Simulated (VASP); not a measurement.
The system is CaSe.

```
Ca Se
1.0
     0.00000    2.97937    2.97937
     2.97937    0.00000    2.97937
     2.97937    2.97937    0.00000
Ca Se
1 1
Direct
  0.00000 0.00000 0.00000
  0.50000 0.50000 0.50000
```

```yaml
Program: VASP 6.6.1
Task: relaxation of cell and atoms
Functional: PBE
Dispersion: D3(BJ)
Potentials_or_basis: VASP PAW PBE potentials, release 64 (Ca_sv, Se)
Cutoff: 600 eV
k_mesh: 8 × 8 × 8
Occupations: gaussian, width 0.02 eV
Spin: no spin polarisation
```

At the start: pressure -2.0 GPa; volume 26.45 Å³/atom.

Question: How do energy, volume and symmetry change on relaxing?

Answer: Over 3 steps the energy falls by 6.9 meV/atom and the volume is 25.37 Å³/atom (-4.1 %); space group Fm-3m (No. 225, to 0.1 Å) before and after.

The path:
```tsv
step	energy change (eV)	largest force (eV/Å)	pressure (GPa)	volume (Å³)
1	0.0000	0.0000	-2.00	52.89
2	-0.0135	0.0000	0.35	50.41
3	-0.0139	0.0000	0.01	50.74
```

Final structure:
```
Ca Se
1.0
     0.00000    2.93845    2.93845
     2.93845    0.00000    2.93845
     2.93845    2.93845    0.00000
Ca Se
1 1
Direct
  0.00000 0.00000 0.00000
  0.50000 0.50000 0.50000
```
